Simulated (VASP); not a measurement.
# C (P6_3/mmc) in VASP: notebook

Runs on C. Level: LDA. Tasks: relaxation of the atoms.

Program: VASP 6.6.1. These are calculated values, not measurements. Logs are shortened: lines on timing, memory, paths and dates and some standing lists are left out, and cuts for length are marked.

## 1. The cell of the first run

It takes space group P6_3/mmc (No. 194, hexagonal). The conventional cell has a = 2.436 Å, b = 2.436 Å, c = 4.095 Å, α = 90.00°, β = 90.00°, γ = 120.00°. C (site symmetry 3m) has 4 C at 1.50 to 1.53 Å within 2.0 Å.

## 2. Relaxation of the atoms, LDA (strained cell)

INCAR

```
PREC = Accurate
ENCUT = 520
EDIFF = 1E-7
ISMEAR = 0
SIGMA = 0.02
LREAL = False
LASPH = True
NELM = 100
ALGO = Normal
ISIF = 2
LWAVE = False
LCHARG = False
GGA = CA
IBRION = 2
NSW = 60
EDIFFG = -0.002
```

KPOINTS

```
regular mesh
0
Gamma
  9 9 6
```

POSCAR

```
C
1.0
    2.4360557348      0.0000000000      0.0000000000
   -1.2180278674      2.1096861514      0.0000000000
    0.0000000000      0.0000000000      4.0945232323
C
4
Direct
    0.3333333333      0.6666666667     -0.0002685395
    0.6666666667      0.3333333333      0.4997314605
    0.3333333333      0.6666666667      0.3742685395
    0.6666666667      0.3333333333      0.8742685395
```

Potentials or basis: VASP PAW LDA potentials, release 64 (C).

Started as:

```bash
$ cat potpaw_LDA.64/C/POTCAR > POTCAR
$ mpirun -np 1 vasp_std > vasp.out
```

OUTCAR:

```text
PREC = Accurate
   ENCUT = 520
   EDIFF = 1E-7
   ISMEAR = 0
   LREAL = False
   LASPH = True
   NELM = 100
   ISIF = 2
   GGA = CA
   IBRION = 2
   NSW = 60
   EDIFFG = -0.002

 ion  position               nearest neighbor table
   1  0.333  0.667  1.000-   4 1.50   4 1.50   4 1.50   3 1.53
   2  0.667  0.333  0.500-   3 1.50   3 1.50   3 1.50   4 1.53
   3  0.333  0.667  0.374-   2 1.50   2 1.50   2 1.50   1 1.53
   4  0.667  0.333  0.874-   1 1.50   1 1.50   1 1.50   2 1.53

  LATTYP: Found a hexagonal cell.
 ALAT       =     2.4360557348
 C/A-ratio  =     1.6808003092

  Lattice vectors:

 A1 = (   2.4360557348,   0.0000000000,   0.0000000000)
 A2 = (  -1.2180278674,   2.1096861514,   0.0000000000)
 A3 = (   0.0000000000,   0.0000000000,   4.0945232323)

Analysis of symmetry for initial positions (statically):
=====================================================================
 Subroutine PRICEL returns:
 Original cell was already a primitive cell.

 Routine SETGRP: Setting up the symmetry group for a
 hexagonal supercell.

 Subroutine GETGRP returns: Found 24 space group operations
 (whereof  6 operations were pure point group operations)
 out of a pool of 24 trial point group operations.

The static configuration has the point symmetry C_3v.
 The point group associated with its full space group is D_6h.

Analysis of symmetry for dynamics (positions and initial velocities):
=====================================================================
 Subroutine PRICEL returns:
 Original cell was already a primitive cell.

 Routine SETGRP: Setting up the symmetry group for a
 hexagonal supercell.

 Subroutine GETGRP returns: Found 24 space group operations
 (whereof  6 operations were pure point group operations)
 out of a pool of 24 trial point group operations.

The dynamic configuration has the point symmetry C_3v.
 The point group associated with its full space group is D_6h.

 Subroutine INISYM returns: Found 24 space group operations
 (whereof  6 operations are pure point group operations),
 and found     1 'primitive' translations

----------------------------------------------------------------------------------------

                                     Primitive cell
[... 112 lines left out ...]
   IALGO  =     38    algorithm
   IMIX   =      4    mixing-type and parameters
     AMIX     =   0.40;   BMIX     =  1.00
     AMIX_MAG =   1.60;   BMIX_MAG =  1.00
  volume/ion in A,a.u.               =       5.26        35.50
  Fermi-wavevector in a.u.,A,eV,Ry     =   1.494211  2.823650 30.377285  2.232667
  Thomas-Fermi vector in A             =   2.606513
   LORBIT       =      0    0 simple, 1 ext, 2 COOP (PROOUT), +10 PAW based schemes
   GGA     = CA    functional components
   LHFCALC =     F    Hartree Fock is set to
   AEXX    =    0.0000 exact exchange contribution
   IVDW    =     0    specifies the selected vdW correction
   LEPSILON=     F    determine dielectric tensor
   LRPA    =     F    only Hartree local field effects (RPA)
 conjugate gradient relaxation of ions
 non-spin polarized calculation
 Gauss-broadening in eV      SIGMA  =   0.02
  energy-cutoff  :      520.00
  volume of cell :       21.04
 maximum number of plane-waves:       592
 NGX is ok and might be reduce to    18
   NGX =  9   NGY =  9   NGZ = 15

--------------------------------------- Ionic step        1  -------------------------------------------

 number of electron      15.9999997 magnetization

 Free energy of the ion-electron system (eV)
  ---------------------------------------------------
  ext. energy  EPLUGINS =         0.00000000
  ---------------------------------------------------
  free energy    TOTEN  =       -40.29284202 eV

  energy without entropy =      -40.29284202  energy(sigma->0) =      -40.29284202

------------------------ aborting loop because EDIFF is reached ----------------------------------------

  FORCE on cell =-STRESS in cart. coord.  units (eV):
  Direction    XX          YY          ZZ          XY          YZ          ZX
  --------------------------------------------------------------------------------------
  -------------------------------------------------------------------------------------
  Total        4.0937422      4.0937422      2.3380793      0.0000000     -0.0000000      0.0000000
  in kB      311.6898517    311.6898517    178.0169730      0.0000000     -0.0000000      0.0000000
  external PRESSURE =     267.1322255 kB  Pullay stress =       0.0000000 kB
[... 63 lines left out ...]
--------------------------------------- Ionic step        3  -------------------------------------------

 number of electron      15.9999997 magnetization

 Free energy of the ion-electron system (eV)
  ---------------------------------------------------
  ext. energy  EPLUGINS =         0.00000000
  ---------------------------------------------------
  free energy    TOTEN  =       -40.29336153 eV

  energy without entropy =      -40.29336153  energy(sigma->0) =      -40.29336153

 E-fermi :  11.3769     XC(G=0): -13.8620

 val. band max:       11.2050151858   @ k =   0.0000   0.0000   0.0000
 cond. band min:      13.9689647487   @ k =   0.3333   0.3333   0.0000
 fundamental gap:      2.7639495630
 Fermi energy:        11.3768762963

 k-point     1 :       0.0000    0.0000    0.0000
  band No.  band energies     occupation
      1     -11.5129      2.00000
      2      -5.5799      2.00000
      3      -3.4150      2.00000
      4       7.9854      2.00000
      5       7.9854      2.00000
      6      10.5649      2.00000
      7      11.2050      2.00000
      8      11.2050      2.00000
      9      16.3361      0.00000
     10      16.3361      0.00000
     11      16.4403      0.00000
     12      20.6914      0.00000
[... 331 lines left out ...]
 k-point    24 :       0.3333    0.3333    0.1667
  band No.  band energies     occupation
      1      -3.6456      2.00000
      2      -3.6456      2.00000
      3      -0.6555      2.00000
      4       0.3556      2.00000
      5       0.3556      2.00000
      6       3.0229      2.00000
      7       4.4695      2.00000
      8       4.4695      2.00000
      9      14.8547      0.00000
     10      22.0054      0.00000
     11      22.0054      0.00000
     12      24.6985      0.00000

 [... further k-points ...]

------------------------ aborting loop because EDIFF is reached ----------------------------------------

  FORCE on cell =-STRESS in cart. coord.  units (eV):
  Direction    XX          YY          ZZ          XY          YZ          ZX
  --------------------------------------------------------------------------------------
  -------------------------------------------------------------------------------------
  Total        4.0639414      4.0639414      2.3575545      0.0000000     -0.0000000     -0.0000000
  in kB      309.4208763    309.4208763    179.4997760      0.0000000     -0.0000000     -0.0000000
  external PRESSURE =     266.1138429 kB  Pullay stress =       0.0000000 kB
[... 19 lines left out ...]
  FREE ENERGIE OF THE ION-ELECTRON SYSTEM (eV)
  ---------------------------------------------------
  free  energy   TOTEN  =       -40.2933615295 eV

  energy  without entropy=      -40.2933615295  energy(sigma->0) =      -40.29336153

 reached required accuracy - stopping structural energy minimisation
```

CONTCAR:

```text
C
   1.00000000000000
     2.4360557348000000    0.0000000000000000    0.0000000000000000
    -1.2180278674000000    2.1096861514000000    0.0000000000000000
     0.0000000000000000    0.0000000000000000    4.0945232323000003
  C
     4
Direct
     0.3333333332999970    0.6666666667000030    0.0001703068803650
     0.6666666667000030    0.3333333332999970    0.5001703068803651
     0.3333333332999970    0.6666666667000030    0.3738296931196372
     0.6666666667000030    0.3333333332999970    0.8738296931196372

  0.00000000E+00  0.00000000E+00  0.00000000E+00
  0.00000000E+00  0.00000000E+00  0.00000000E+00
  0.00000000E+00  0.00000000E+00  0.00000000E+00
  0.00000000E+00  0.00000000E+00  0.00000000E+00
```

Run time: 20 s. Hardware: 1 thread of AMD EPYC 9R14 (Zen 4), shared host; peak memory 0.08 GiB.

What came out:

```
Free energy               : -40.2934 eV
Energy gained by relaxing : 0.1 meV/atom
Ionic steps               : 3
Pressure after relaxing   : 26.6 GPa
Band gap on the k mesh    : 2.76 eV, indirect (least direct gap 5.13 eV)
```

Stress tensor (GPa, compression positive):
```
30.94  0.00  0.00
 0.00 30.94  0.00
 0.00  0.00 17.95
```

The path:
```csv
step,energy change (eV),largest force (eV/Å),pressure (GPa)
1,0.0000,0.1442,26.71
2,0.0038,0.4249,26.38
3,-0.0005,0.0000,26.61
```

Final structure:
```yaml
crystal:
  lattice:
    - [2.43606, 0.00000, 0.00000]
    - [-1.21803, 2.10969, 0.00000]
    - [0.00000, 0.00000, 4.09452]
  atoms:
    - { symbol: C, position: [0.33333, 0.66667, 0.00017] }
    - { symbol: C, position: [0.66667, 0.33333, 0.50017] }
    - { symbol: C, position: [0.33333, 0.66667, 0.37383] }
    - { symbol: C, position: [0.66667, 0.33333, 0.87383] }
```

Caveat: the cell differs from its parent crystal (strained cell).

## 3. Relaxation of the atoms, LDA (strained cell)

INCAR

```
SYSTEM = C
  PREC = Accurate
  ENCUT = 520
  EDIFF = 1E-6
  ISMEAR = 0
  SIGMA = 0.02
  LREAL = .False.
  LASPH = .True.
  NELM = 80
  ALGO = Normal
  ISIF = 2
  LWAVE = .False.
  LCHARG = .False.
  IBRION = 2
  NSW = 60
  EDIFFG = -0.002
```

KPOINTS

```
Automatic mesh
0
Gamma
  9 9 6
  0 0 0
```

POSCAR

```
C
1.0
    2.4839259520      0.0000000000      0.0000000000
   -1.2419629760      2.1511429755      0.0000000000
    0.0000000000      0.0000000000      4.0945232323
C
4
Direct
    0.3333333333      0.6666666667      0.0001479122
    0.6666666667      0.3333333333      0.5001479122
    0.3333333333      0.6666666667      0.3738520878
    0.6666666667      0.3333333333      0.8738520878
```

Potentials or basis: VASP PAW LDA potentials, release 64 (C).

Started as:

```bash
$ cat potpaw_LDA.64/C/POTCAR > POTCAR
$ mpirun -np 1 vasp_std > vasp.out
```

OUTCAR:

```text
SYSTEM = C
   PREC = Accurate
   ENCUT = 520
   EDIFF = 1E-6
   ISMEAR = 0
   LREAL = .False.
   LASPH = .True.
   NELM = 80
   ISIF = 2
   IBRION = 2
   NSW = 60
   EDIFFG = -0.002

 ion  position               nearest neighbor table
   1  0.333  0.667  0.000-   4 1.52   4 1.52   4 1.52   3 1.53
   2  0.667  0.333  0.500-   3 1.52   3 1.52   3 1.52   4 1.53
   3  0.333  0.667  0.374-   2 1.52   2 1.52   2 1.52   1 1.53
   4  0.667  0.333  0.874-   1 1.52   1 1.52   1 1.52   2 1.53

  LATTYP: Found a hexagonal cell.
 ALAT       =     2.4839259520
 C/A-ratio  =     1.6484079282

  Lattice vectors:

 A1 = (   2.4839259520,   0.0000000000,   0.0000000000)
 A2 = (  -1.2419629760,   2.1511429755,   0.0000000000)
 A3 = (   0.0000000000,   0.0000000000,   4.0945232323)

Analysis of symmetry for initial positions (statically):
=====================================================================
 Subroutine PRICEL returns:
 Original cell was already a primitive cell.

 Routine SETGRP: Setting up the symmetry group for a
 hexagonal supercell.

 Subroutine GETGRP returns: Found 24 space group operations
 (whereof  6 operations were pure point group operations)
 out of a pool of 24 trial point group operations.

The static configuration has the point symmetry C_3v.
 The point group associated with its full space group is D_6h.

Analysis of symmetry for dynamics (positions and initial velocities):
[... 240 lines left out ...]

 number of electron      15.9999995 magnetization

 Free energy of the ion-electron system (eV)
  ---------------------------------------------------
  ext. energy  EPLUGINS =         0.00000000
  ---------------------------------------------------
  free energy    TOTEN  =       -40.37727068 eV

  energy without entropy =      -40.37727068  energy(sigma->0) =      -40.37727068

 E-fermi :  10.6965     XC(G=0): -13.6694

 val. band max:       10.5800243297   @ k =   0.0000   0.0000   0.0000
 cond. band min:      13.5751732535   @ k =   0.3333   0.3333   0.0000
 fundamental gap:      2.9951489238
 Fermi energy:        10.6964964196

 k-point     1 :       0.0000    0.0000    0.0000
  band No.  band energies     occupation
      1     -11.5673      2.00000
      2      -5.5797      2.00000
      3      -3.5472      2.00000
      4       7.2870      2.00000
      5       7.2870      2.00000
      6      10.0581      2.00000
      7      10.5800      2.00000
      8      10.5800      2.00000
      9      15.4350      0.00000
     10      15.4350      0.00000
     11      16.2312      0.00000
     12      19.0587      0.00000
[... 331 lines left out ...]
 k-point    24 :       0.3333    0.3333    0.1667
  band No.  band energies     occupation
      1      -4.0698      2.00000
      2      -4.0698      2.00000
      3      -0.8408      2.00000
      4       0.0209      2.00000
      5       0.0209      2.00000
      6       2.8754      2.00000
      7       4.1027      2.00000
      8       4.1027      2.00000
      9      14.4644      0.00000
     10      21.4442      0.00000
     11      21.4442      0.00000
     12      23.2499      0.00000

 [... further k-points ...]

------------------------ aborting loop because EDIFF is reached ----------------------------------------

  FORCE on cell =-STRESS in cart. coord.  units (eV):
  Direction    XX          YY          ZZ          XY          YZ          ZX
  --------------------------------------------------------------------------------------
  -------------------------------------------------------------------------------------
  Total        0.2061593      0.2061593      2.2002407      0.0000000     -0.0000000      0.0000000
  in kB       15.0974054     15.0974054    161.1274398      0.0000000     -0.0000000      0.0000000
  external PRESSURE =      63.7740836 kB  Pullay stress =       0.0000000 kB
[... 19 lines left out ...]
  FREE ENERGIE OF THE ION-ELECTRON SYSTEM (eV)
  ---------------------------------------------------
  free  energy   TOTEN  =       -40.3772706801 eV

  energy  without entropy=      -40.3772706801  energy(sigma->0) =      -40.37727068

 reached required accuracy - stopping structural energy minimisation
```

Run time: 17 s. Hardware: 1 thread of AMD EPYC 9R14 (Zen 4), shared host; peak memory 0.08 GiB.

What came out:

```yaml
Free_energy: -40.3773 eV
Energy_gained_by_relaxing: 0.1 meV/atom
Ionic_steps: 3
Pressure_after_relaxing: 6.4 GPa
Band_gap_on_the_k_mesh: 3.00 eV, indirect (least direct gap 4.86 eV)
```

The path:
| step | energy change (eV) | largest force (eV/Å) | pressure (GPa) |
| --- | --- | --- | --- |
| 1 | 0.0000 | 0.1230 | 6.36 |
| 2 | 0.0026 | 0.3368 | 6.49 |
| 3 | -0.0004 | 0.0001 | 6.38 |

Final structure:
```xyz
4
Lattice="2.4839 0.0000 0.0000 -1.2420 2.1511 0.0000 0.0000 0.0000 4.0945" Properties=species:S:1:pos:R:3 pbc="T T T"
C     0.0000    1.4341    4.0936
C     1.2420    0.7170    2.0463
C     0.0000    1.4341    1.5323
C     1.2420    0.7170    3.5796
```

Levels at points of the mesh, in eV from the valence-band top:
```csv
k point,band 6,band 7,band 8,band 9,band 10,band 11
"(0.00, 0.00, 0.00)",-0.52,0.00,0.00,4.86,4.86,5.65
"(0.00, 0.00, 0.50)",-1.99,-1.99,-1.99,7.26,7.26,7.26
```

Caveat: the cell differs from its parent crystal (strained cell). A k mesh can miss the band edges.

## 4. Relaxation of the atoms, LDA (strained cell)

INCAR

```
PREC     = Accurate       # precision mode
ENCUT    = 520            # plane-wave cutoff, eV
EDIFF    = 1E-6           # SCF threshold, eV
ISMEAR   = 0              # smearing method
SIGMA    = 0.02           # smearing width, eV
LREAL    = F              # projectors in reciprocal space
LASPH    = T              # aspherical terms in the spheres
NELM     = 60             # most SCF steps
ALGO     = Normal         # electronic algorithm
ISIF     = 2              # what is computed and relaxed
LWAVE    = F              # write WAVECAR
LCHARG   = F              # write CHGCAR
IBRION   = 2              # ionic algorithm
NSW      = 60             # ionic steps
EDIFFG   = -0.002         # ionic threshold
```

KPOINTS

```
regular mesh
0
Gamma
  9 9 6
```

POSCAR

```
C
1.0
    2.4834759259      0.0000000000      0.0000000000
   -1.2417379630      2.1507532416      0.0000000000
    0.0000000000      0.0000000000      4.0945232323
C
4
Direct
    0.3333333333      0.6666666667     -0.0002355119
    0.6666666667      0.3333333333      0.4997644881
    0.3333333333      0.6666666667      0.3742355119
    0.6666666667      0.3333333333      0.8742355119
```

Started as:

```bash
$ cat potpaw_LDA.64/C/POTCAR > POTCAR
$ mpirun -np 1 vasp_std > vasp.out
```

It used 5.3 s of CPU time on 1 thread of AMD EPYC 9R14 (Zen 4), with other jobs on the host.

Results (log left out):

- Free energy: -40.3772 eV
- Pressure after relaxing: 6.6 GPa
- Band gap on the k mesh: 2.99 eV, indirect (least direct gap 4.86 eV)

Stress tensor (GPa, compression positive):
```
 1.77  0.00  0.00
 0.00  1.77  0.00
 0.00  0.00 16.14
```

Final structure:
```yaml
crystal:
  lattice:
    - [2.48348, 0.00000, 0.00000]
    - [-1.24174, 2.15075, 0.00000]
    - [0.00000, 0.00000, 4.09452]
  atoms:
    - { symbol: C, position: [0.33333, 0.66667, 0.99976] }
    - { symbol: C, position: [0.66667, 0.33333, 0.49976] }
    - { symbol: C, position: [0.33333, 0.66667, 0.37424] }
    - { symbol: C, position: [0.66667, 0.33333, 0.87424] }
```

Levels at points of the mesh, in eV from the valence-band top:
```
           k point  band 5  band 6  band 7  band 8  band 9  band 10  band 11  band 12
(0.00, 0.00, 0.00)   -3.29   -0.52    0.00    0.00    4.86     4.86     5.65     8.49
(0.00, 0.00, 0.50)   -1.98   -1.98   -1.98   -1.98    7.26     7.26     7.26     7.26
```

Caveat: the cell differs from its parent crystal (strained cell); the relaxation stopped at its first step, so nothing moved.

## 5. The runs side by side

```tsv
cell	gap on the mesh (eV)	pressure (GPa)
atoms relaxed from a = 2.436, b = 2.436, c = 4.095 Å, angles 90.0, 90.0, 120.0°, 4 atoms	2.76	26.6
atoms relaxed from a = 2.484, b = 2.484, c = 4.095 Å, angles 90.0, 90.0, 120.0°, 4 atoms	3.00	6.4
atoms relaxed from a = 2.483, b = 2.483, c = 4.095 Å, angles 90.0, 90.0, 120.0°, 4 atoms	2.99	6.6
```

Alike in all rows: task relaxation of the atoms; level LDA; potentials or basis VASP PAW LDA potentials, release 64 (C); no spin polarisation; k mesh 9 × 9 × 6; cutoff (eV) 520; smearing gaussian 0.02 eV.

Caveats: the relaxation stopped at its first step, so nothing moved (some runs).

Absolute energies hang on the potentials; compare differences alone.
